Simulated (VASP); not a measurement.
# BaMg3S4: single point with PBE

The system is BaMg3S4.

```
CELL_PARAMETERS angstrom
5.74242 0.00000 0.00000
0.00000 5.74242 0.00000
0.00000 0.00000 5.74242
ATOMIC_POSITIONS crystal
Mg 0.50000 0.00000 0.00000
Mg 0.00000 0.50000 0.00000
Mg 0.00000 0.00000 0.50000
S 0.00000 0.50000 0.50000
S 0.50000 0.00000 0.50000
S 0.50000 0.50000 0.00000
S 0.00000 0.00000 0.00000
Ba 0.50000 0.50000 0.50000
```

```
Program                : VASP 6.6.1
Task                   : single point
Functional             : PBE
Potentials or basis    : VASP PAW PBE potentials, release 64 (Mg, S, Ba_sv)
Cutoff                 : 520 eV
k mesh                 : 4 × 4 × 4
Occupations            : gaussian, width 0.01 eV
Spin                   : no spin polarisation
Dipole correction      : no
Further INCAR settings : ALGO = Normal; EDIFF = 1e-07; NBANDS = 30
```

```yaml
Pressure: -1.1 GPa
Band_gap_on_the_k_mesh: 1.00 eV
```

Levels at points of the mesh, in eV from the valence-band top:
```csv
k point,band 17,band 18,band 19,band 20,band 21,band 22,band 23,band 24
"(0.00, 0.00, 0.00)",-1.10,0.00,0.00,0.00,1.00,1.24,1.24,3.00
"(0.50, 0.00, 0.00)",-1.46,-1.46,-0.07,-0.07,2.97,2.99,3.25,3.39
"(0.50, 0.50, 0.00)",-1.09,-1.08,-1.08,-0.16,4.15,4.44,4.53,4.53
"(0.50, 0.50, 0.50)",-1.19,-1.06,-1.06,-1.06,3.15,3.60,3.60,3.60
```

It took 61 s on 1 thread of Intel(R) Xeon(R) Platinum 8488C (Sapphire Rapids) (shared host), peak memory 0.34 GiB.

Caveat: spin-orbit coupling is left out, which moves the levels of the heavy elements.
